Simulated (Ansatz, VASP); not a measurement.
## One calculation of TiTe2, two programs

INCAR

```
SYSTEM = TiTe2
PREC = Accurate
ENCUT = 500
EDIFF = 1E-6
ISMEAR = 0
SIGMA = 0.05
LREAL = .FALSE.
LASPH = .TRUE.
NELM = 120
ALGO = Normal
ISIF = 2
LWAVE = .FALSE.
LCHARG = .FALSE.
GGA = PE
NBANDS = 19
GGA_COMPAT = .FALSE.
```

KPOINTS

```
regular mesh
0
G
  10 10 10
  0 0 0
```

File POSCAR:

```
TiTe2
1.0
    0.0000000000      3.3768033470      3.3768033470
    3.3768033470      0.0000000000      3.3768033470
    3.3768033470      3.3768033470      0.0000000000
Ti Te
1 2
Direct
    0.0000000000      0.0000000000      0.0000000000
    0.2500000000      0.2500000000      0.2500000000
    0.7500000000      0.7500000000      0.7500000000
```

Input for Ansatz:

```yaml
crystal:
  lattice:
    - [0.0, 3.376803347, 3.376803347]
    - [3.376803347, 0.0, 3.376803347]
    - [3.376803347, 3.376803347, 0.0]
  atoms:
    - { symbol: Ti, position: [0.0, 0.0, 0.0] }
    - { symbol: Te, position: [0.25, 0.25, 0.25] }
    - { symbol: Te, position: [0.75, 0.75, 0.75] }
basis:
  ecutwfc: 420
  ecutrho_ratio: 4
kpoints:
  mp_grid: { grid: [10, 10, 10] }
hamiltonian:
  xc: pbe
scf:
  occupations: { method: gaussian, width: 0.05 }
output:
  forces: true
  stress: true
  eigenvalues: true
```

Alike in both runs: task single point; functional PBE; k mesh 10 × 10 × 10; occupations gaussian, width 0.05 eV; no spin polarisation.

|  | VASP | Ansatz |
| --- | --- | --- |
| version | VASP 6.6.1 | Ansatz 0.2.0 |
| potentials or method | VASP PAW PBE potentials, release 64 (Ti_sv, Te), cutoff 500 eV | scalar-relativistic, plane waves, PAW |
| valence electrons in the cell | 24 | 44 |

```csv
,VASP,Ansatz,Ansatz less VASP
gap on the k mesh at the Fermi level (eV),none,none,-
pressure (GPa),4.1,4.1,-0.03
```

A gap of «none» marks a metal or a gap that the smearing closes. The functional is the same, so the differences come from potentials, cutoffs and numerics. VASP's potentials hold 24 valence electrons a cell and Ansatz's 44, so a difference there can come from the potentials and not from the codes.

Neither program's run includes spin-orbit coupling.
